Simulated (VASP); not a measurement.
# Li (P6/mmm) in VASP: notebook

The runs below take Li through single point, relaxation of shape and atoms at fixed volume, with PBE.

All numbers are computed with VASP 6.6.1; they aren't measurements. Logs are shortened: lines on timing, memory, paths and dates and some standing lists are left out, and cuts for length are marked.

**1. The cell of the first run**

It takes space group P6/mmm (No. 191, hexagonal). Conventional cell: a = 2.939 Å, b = 2.939 Å, c = 2.713 Å, α = 90.00°, β = 90.00°, γ = 120.00°. Li (site symmetry 6/mmm) has 8 Li at 2.71 to 2.94 Å within 3.6 Å.

This isn't the form of Li at room conditions, which is bcc.

**2. Single point, PBE (20.29 Å³/atom)**

Input file INCAR:

```
PREC     = Accurate       # precision mode
ENCUT    = 520            # plane-wave cutoff, eV
EDIFF    = 1E-6           # SCF threshold, eV
ISMEAR   = -1             # smearing method
SIGMA    = 0.1            # smearing width, eV
LREAL    = F              # projectors in reciprocal space
LASPH    = T              # aspherical terms in the spheres
NELM     = 100            # most SCF steps
ALGO     = Normal         # electronic algorithm
ISIF     = 2              # what is computed and relaxed
LWAVE    = F              # write WAVECAR
LCHARG   = F              # write CHGCAR
GGA      = PE             # functional
NBANDS   = 8              # bands
```

Input file KPOINTS:

```
regular mesh
0
Gamma
  16 16 15
```

Input file POSCAR:

```
Li
1.0
    2.9387646204      0.0000000000      0.0000000000
   -1.4693823102      2.5450448170      0.0000000000
    0.0000000000      0.0000000000      2.7127208782
Li
1
Direct
    0.0000000000      0.0000000000      0.0000000000
```

Potentials or basis: VASP PAW PBE potentials, release 64 (Li_sv).

On the command line:

```
$ cat potpaw_PBE.64/Li_sv/POTCAR > POTCAR
$ mpirun -np 1 vasp_std > vasp.out
```

OUTCAR:

```text
PREC = Accurate
   ENCUT = 520
   EDIFF = 1E-6
   ISMEAR = -1
   LREAL = F
   LASPH = T
   NELM = 100
   ISIF = 2
   GGA = PE

 ion  position               nearest neighbor table
   1  0.000  0.000  0.000-

  LATTYP: Found a hexagonal cell.
 ALAT       =     2.9387646204
 C/A-ratio  =     0.9230820527

  Lattice vectors:

 A1 = (   2.9387646204,   0.0000000000,   0.0000000000)
 A2 = (  -1.4693823102,   2.5450448170,   0.0000000000)
 A3 = (   0.0000000000,   0.0000000000,   2.7127208782)

Analysis of symmetry for initial positions (statically):
=====================================================================
 Subroutine PRICEL returns:
 Original cell was already a primitive cell.

 Routine SETGRP: Setting up the symmetry group for a
 hexagonal supercell.

 Subroutine GETGRP returns: Found 24 space group operations
 (whereof 24 operations were pure point group operations)
 out of a pool of 24 trial point group operations.

The static configuration has the point symmetry D_6h.

Analysis of symmetry for dynamics (positions and initial velocities):
=====================================================================
 Subroutine PRICEL returns:
 Original cell was already a primitive cell.

 Routine SETGRP: Setting up the symmetry group for a
 hexagonal supercell.

 Subroutine GETGRP returns: Found 24 space group operations
 (whereof 24 operations were pure point group operations)
 out of a pool of 24 trial point group operations.

The dynamic configuration has the point symmetry D_6h.

 Subroutine INISYM returns: Found 24 space group operations
 (whereof 24 operations are pure point group operations),
 and found     1 'primitive' translations

----------------------------------------------------------------------------------------

                                     Primitive cell

  volume of cell :      20.2892

  direct lattice vectors                    reciprocal lattice vectors
     2.938764620  0.000000000  0.000000000     0.340279039  0.196460195  0.000000000
    -1.469382310  2.545044817  0.000000000     0.000000000  0.392920389  0.000000000
     0.000000000  0.000000000  2.712720878     0.000000000  0.000000000  0.368633577

  length of vectors
     2.938764620  2.938764620  2.712720878     0.392920389  0.392920389  0.368633577

  position of ions in fractional coordinates (direct lattice)
     0.000000000  0.000000000  0.000000000

  ion indices of the primitive-cell ions
   primitive index   ion index
                 1           1

----------------------------------------------------------------------------------------

 KPOINTS: regular mesh

Automatic generation of k-mesh.
 Grid dimensions read from file:
 generate k-points for:   16   16   15

 Generating k-lattice:

  Cartesian coordinates                     Fractional coordinates (reciprocal lattice)
     0.021267440  0.012278762  0.000000000     0.062500000  0.000000000  0.000000000
     0.000000000  0.024557524  0.000000000     0.000000000  0.062500000  0.000000000
     0.000000000  0.000000000  0.024575572     0.000000000  0.000000000  0.066666667

  Length of vectors
     0.024557524  0.024557524  0.024575572

  Shift w.r.t. Gamma in fractional coordinates (k-lattice)
     0.000000000  0.000000000  0.000000000

 Subroutine IBZKPT returns following result:
 ===========================================

 Found    240 irreducible k-points:

 Following reciprocal coordinates:
            Coordinates               Weight
  0.000000  0.000000  0.000000      1.000000
  0.062500  0.000000  0.000000      6.000000
  0.125000  0.000000  0.000000      6.000000
  0.187500 -0.000000  0.000000      6.000000
  0.250000  0.000000  0.000000      6.000000
  0.312500  0.000000  0.000000      6.000000
[... 16 lines left out ...]
  0.187500  0.187500  0.000000      6.000000
  0.250000  0.187500  0.000000     12.000000
 [... further k-points ...]
   k-points           NKPTS =    240   k-points in BZ     NKDIM =    240   number of bands    NBANDS=      8
   number of dos      NEDOS =    301   number of ions     NIONS =      1
   total plane-waves  NPLWV =  11520
   dimension x,y,z NGX =    24 NGY =   24 NGZ =   20
   dimension x,y,z NGXF=    48 NGYF=   48 NGZF=   40
   ions per type =               1
   NGX,Y,Z   is equivalent  to a cutoff of  13.58, 13.58, 12.26 a.u.
   NGXF,Y,Z  is equivalent  to a cutoff of  27.15, 27.15, 24.51 a.u.
 SYSTEM =  unknown system
   PREC   = accura    normal or accurate (medium, high low for compatibility)
   ISTART =      0    job   : 0-new  1-cont  2-samecut
   ICHARG =      2    charge: 1-file 2-atom 10-const
   ISPIN  =      1    spin polarized calculation?
   LNONCOLLINEAR =      F non collinear calculations
   LSORBIT =      F    spin-orbit coupling
   LASPH  =      T    aspherical Exc in radial PAW
   ENCUT  =  520.0 eV  38.22 Ry    6.18 a.u.   5.46  5.46  5.04*2*pi/ulx,y,z
   NELM   =    100;   NELMIN=  2; NELMDL= -5     # of ELM steps
   EDIFF  = 0.1E-05   stopping-criterion for ELM
   LREAL  =      F    real-space projection
   EDIFFG = 0.1E-04   stopping-criterion for IOM
   NSW    =      0    number of steps for IOM
   IBRION =     -1    ionic relax: 0-MD 1-quasi-New 2-CG
   NFREE  =      0    steps in history (QN), initial steepest desc. (CG)
   ISIF   =      2    stress and relaxation
   ISYM   =      2    0-nonsym 1-usesym 2-fastsym
   POTIM  = 0.5000    time-step for ionic-motion
   TEBEG  =    0.0;   TEEND  =   0.0 temperature during run
   PSTRESS=    0.0 pullay stress
   NELECT =       3.0000    total number of electrons
   NUPDOWN=      -1.0000    fix difference up-down
   EMIN   =  10.00;   EMAX   =-10.00  energy-range for DOS
   EFERMI =   0.00;   METHOD = LEGACY
   ISMEAR =    -1;   SIGMA  =   0.10  broadening in eV -4-tet -1-fermi 0-gaus
   EFERMI_NEDOS =   21; number of points for ismear=-14 and -15
   IALGO  =     38    algorithm
   IMIX   =      4    mixing-type and parameters
     AMIX     =   0.40;   BMIX     =  1.00
     AMIX_MAG =   1.60;   BMIX_MAG =  1.00
  volume/ion in A,a.u.               =      20.29       136.92
  Fermi-wavevector in a.u.,A,eV,Ry     =   0.865685  1.635908 10.196360  0.749411
  Thomas-Fermi vector in A             =   1.983965
   LORBIT       =      0    0 simple, 1 ext, 2 COOP (PROOUT), +10 PAW based schemes
   GGA     = PE    functional components
   LHFCALC =     F    Hartree Fock is set to
   AEXX    =    0.0000 exact exchange contribution
   IVDW    =     0    specifies the selected vdW correction
   LEPSILON=     F    determine dielectric tensor
   LRPA    =     F    only Hartree local field effects (RPA)
 non-spin polarized calculation
  energy-cutoff  :      520.00
  volume of cell :       20.29
 maximum number of plane-waves:       574
 NGX is ok and might be reduce to    24
   NGX = 11   NGY = 11   NGZ = 11

 number of electron       3.0000005 magnetization

 Free energy of the ion-electron system (eV)
  ---------------------------------------------------
  ext. energy  EPLUGINS =         0.00000000
  ---------------------------------------------------
  free energy    TOTEN  =        -1.84785897 eV

  energy without entropy =       -1.83316223  energy(sigma->0) =       -1.84051060

 E-fermi :   0.5757     XC(G=0):  -7.0403

 val. band max:        0.5497770237   @ k =   0.2500   0.2500   0.1333
 cond. band min:       0.5773917628   @ k =   0.3125   0.1875   0.1333
 fundamental gap:      0.0276147391
 Fermi energy:         0.5757184563

 k-point     1 :       0.0000    0.0000    0.0000
  band No.  band energies     occupation
      1     -46.0639      2.00000
      2      -2.9167      2.00000
      3      12.8640      0.00000
      4      14.0871      0.00000
      5      14.0871      0.00000
      6      15.6051      0.00000
      7      18.3315      0.00000
      8      18.3315      0.00000

 k-point     2 :       0.0625    0.0000    0.0000
  band No.  band energies     occupation
      1     -46.0631      2.00000
      2      -2.8500      2.00000
      3      12.9442      0.00000
      4      13.2679      0.00000
      5      13.7347      0.00000
      6      15.9591      0.00000
      7      17.2217      0.00000
      8      18.8580      0.00000

 k-point     3 :       0.1250    0.0000    0.0000
  band No.  band energies     occupation
      1     -46.0610      2.00000
      2      -2.6496      2.00000
      3      11.6830      0.00000
      4      12.9901      0.00000
      5      13.1830      0.00000
      6      15.4850      0.00000
      7      17.5329      0.00000
      8      20.1236      0.00000

 k-point     4 :       0.1875   -0.0000    0.0000
  band No.  band energies     occupation
      1     -46.0579      2.00000
      2      -2.3165      2.00000
      3       9.8882      0.00000
      4      12.1995      0.00000
      5      13.5751      0.00000
      6      14.8592      0.00000
      7      18.4523      0.00000
      8      21.7761      0.00000

 k-point     5 :       0.2500    0.0000    0.0000
  band No.  band energies     occupation
      1     -46.0541      2.00000
      2      -1.8537      2.00000
      3       8.1145      0.00000
      4      11.4965      0.00000
      5      14.1091      0.00000
      6      14.4464      0.00000
      7      19.3282      0.00000
      8      23.6675      0.00000
[... 177 lines left out ...]
 k-point    22 :       0.4375    0.1250    0.0000
  band No.  band energies     occupation
      1     -46.0437      2.00000
      2       0.6857      0.49944
      3       3.3749      0.00000
      4       8.4081      0.00000
      5      16.3883      0.00000
      6      16.5498      0.00000
      7      20.7450      0.00000
      8      21.6080      0.00000

 k-point    23 :       0.1875    0.1875    0.0000
  band No.  band energies     occupation
      1     -46.0496      2.00000
      2      -1.1236      2.00000
      3       7.0612      0.00000
      4       8.3960      0.00000
      5      14.9067      0.00000
      6      18.1838      0.00000
      7      18.7398      0.00000
      8      21.9275      0.00000

 k-point    24 :       0.2500    0.1875    0.0000
  band No.  band energies     occupation
      1     -46.0466      2.00000
      2      -0.4749      1.99995
      3       5.6912      0.00000
      4       7.8070      0.00000
      5      15.5624      0.00000
      6      18.3430      0.00000
      7      19.9919      0.00000
      8      22.0236      0.00000

 [... further k-points ...]

------------------------ aborting loop because EDIFF is reached ----------------------------------------

  FORCE on cell =-STRESS in cart. coord.  units (eV):
  Direction    XX          YY          ZZ          XY          YZ          ZX
  --------------------------------------------------------------------------------------
  -------------------------------------------------------------------------------------
  Total       -0.0097906     -0.0097906     -0.0092482      0.0000000      0.0000000     -0.0000000
  in kB       -0.7731363     -0.7731363     -0.7303030      0.0000000      0.0000000     -0.0000000
  external PRESSURE =      -0.7588585 kB  Pullay stress =       0.0000000 kB

 VOLUME and BASIS-vectors are now :
 -----------------------------------------------------------------------------
  energy-cutoff  :      520.00
  volume of cell :       20.29
      direct lattice vectors                 reciprocal lattice vectors
     2.938764620  0.000000000  0.000000000     0.340279039  0.196460195  0.000000000
    -1.469382310  2.545044817  0.000000000     0.000000000  0.392920389  0.000000000
     0.000000000  0.000000000  2.712720878     0.000000000  0.000000000  0.368633577

 POSITION                                       TOTAL-FORCE (eV/Angst)
 -----------------------------------------------------------------------------------
      0.00000      0.00000      0.00000        -0.000000      0.000000      0.000000
 -----------------------------------------------------------------------------------
    total drift:                                0.000000     -0.000000      0.000000

  FREE ENERGIE OF THE ION-ELECTRON SYSTEM (eV)
  ---------------------------------------------------
  free  energy   TOTEN  =        -1.8478589663 eV

  energy  without entropy=       -1.8331622329  energy(sigma->0) =       -1.84051060
```

Run time: 21 s. Hardware: 1 thread of Intel Xeon 8259CL, shared host; peak memory 0.14 GiB.

Results:

| Quantity | Value |
| --- | --- |
| Free energy | -1.8479 eV |
| Band gap on the k mesh | zero (an odd number of electrons rules out a gap without spin polarisation) |

Caveat: the cutoff is under 1.25 times the usual one of these potentials, so pressure, stress and relaxed cells hold a basis-set (Pulay) error.

**3. Relaxation of shape and atoms at fixed volume, PBE**

This run uses another cell than the first one, of 9.13 Å³/atom.

Input file INCAR:

```
SYSTEM = Li
ALGO     = Normal         ! electronic algorithm
EDIFF    = 1E-7           ! SCF threshold, eV
EDIFFG   = -0.005         ! ionic threshold
ENCUT    = 600            ! plane-wave cutoff, eV
GGA      = PE             ! functional
IBRION   = 2              ! ionic algorithm
ISIF     = 4              ! what is computed and relaxed
ISMEAR   = -1             ! smearing method
LASPH    = .TRUE.         ! aspherical terms in the spheres
LCHARG   = .FALSE.        ! write CHGCAR
LREAL    = .FALSE.        ! projectors in reciprocal space
LWAVE    = .FALSE.        ! write WAVECAR
NELM     = 100            ! most SCF steps
NSW      = 50             ! ionic steps
PREC     = Accurate       ! precision mode
SIGMA    = 0.1            ! smearing width, eV
```

Input file KPOINTS:

```
k-points
0
G
  16 16 15
  0 0 0
```

Input file POSCAR:

```
Li
1.0
    2.2520030482      0.0000000000      0.0000000000
   -1.1260015241      1.9502918491      0.0000000000
    0.0000000000      0.0000000000      2.0787835964
Li
1
Direct
    0.0000000000      0.0000000000      0.0000000000
```

Potentials or basis: VASP PAW PBE potentials, release 64 (Li_sv).

On the command line:

```
$ cat potpaw_PBE.64/Li_sv/POTCAR > POTCAR
$ mpirun -np 1 vasp_std > vasp.out
```

It took 28 s on 1 thread of Intel Xeon 8259CL, shared host; peak memory 0.12 GiB.

The run converged. Its results:

| Item | Value |
| --- | --- |
| Free energy | -1.0973 eV |
| Energy gained by relaxing | 2.4 meV/atom |
| Ionic steps | 3 |
| Pressure after relaxing | 38.5 GPa |
| Band gap on the k mesh | zero (an odd number of electrons rules out a gap without spin polarisation) |

Stress tensor (GPa, compression positive):
```
38.51  0.00  0.00
 0.00 38.51  0.00
 0.00  0.00 38.39
```

Step by step:
```
step  energy change (eV)  largest force (eV/Å)  pressure (GPa)  volume (Å³)
   1              0.0000                0.0000           38.65         9.13
   2             -0.0019                0.0000           38.55         9.13
   3             -0.0024                0.0000           38.47         9.13
```

Final structure:
```
Li
1.0
     2.27074    0.00000    0.00000
    -1.13537    1.96652    0.00000
     0.00000    0.00000    2.04461
Li
1
Direct
  0.00000 0.00000 0.00000
```

Levels at points of the mesh, in eV from the Fermi level:
```tsv
k point	band 1	band 2	band 3	band 4	band 5
(0.00, 0.00, 0.00)	-45.95	-3.92	22.11	22.90	22.90
(0.50, 0.00, 0.00)	-45.68	-0.84	6.60	15.99	23.20
```

Caveat: the cutoff is under 1.25 times the usual one of these potentials, so pressure, stress and relaxed cells hold a basis-set (Pulay) error.

The gap in the log of VASP goes by the Fermi energy; the results here count the filled bands.